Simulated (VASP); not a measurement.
**BN: single point with PBE**

BN:

```
B N
1.0
     0.00000    1.81300    1.81300
     1.81300    0.00000    1.81300
     1.81300    1.81300    0.00000
B N
1 1
Direct
  0.97075 0.02925 0.00000
  0.75000 0.75000 0.75000
```

This cell differs from its parent crystal: all B atoms moved +0.075 Å, as atom 1 along Cartesian [1 -1 0].

```json
{"Program": "VASP 6.6.1", "Task": "single point", "Functional": "PBE", "Potentials or basis": "VASP PAW PBE potentials, release 64 (B, N)", "Cutoff": "520 eV", "k mesh": "12 × 12 × 12", "Occupations": "gaussian, width 0.05 eV", "Spin": "no spin polarisation", "Dipole correction": "no", "Further INCAR settings": "ALGO = Normal; EDIFF = 1e-07; NBANDS = 11"}
```

```
Pressure               : 1.4 GPa
Largest force          : 1.794 eV/Å
Band gap on the k mesh : 3.77 eV, indirect (least direct gap 7.71 eV)
```

Forces on the atoms (eV/Å):
```
B   -1.255  1.255 -0.265
N    1.255 -1.255  0.265
```

Stress tensor (GPa, compression positive):
```
 1.31 -1.75  1.08
-1.75  1.31 -1.08
 1.08 -1.08  1.68
```

Levels at points of the mesh, in eV from the valence-band top:
```
           k point  band 2  band 3  band 4  band 5  band 6  band 7
(0.00, 0.00, 0.00)   -1.32   -0.58    0.00    7.71    8.11    8.75
(0.50, 0.00, 0.00)  -11.05   -3.00   -2.31    9.24    9.31   10.58
(0.00, 0.50, 0.00)  -11.38   -2.73   -2.11    9.18    9.91   10.85
(0.00, 0.00, 0.50)  -11.22   -3.09   -1.95    8.75    9.55   11.24
(0.50, 0.50, 0.00)   -9.50   -5.47   -5.39    3.77    8.41   17.17
(0.00, 0.50, 0.50)   -9.48   -5.69   -5.24    3.81    8.50   16.84
```

It took 35 s on 1 thread of Intel(R) Xeon(R) Platinum 8488C (Sapphire Rapids) (shared host), peak memory 0.17 GiB.

Caveat: the cell differs from its parent crystal (all B atoms moved +0.075 Å, as atom 1 along Cartesian [1 -1 0]); forces of over 1 eV/Å act on the atoms, so gaps and moduli don't describe the material at rest. A k mesh can miss the band edges.
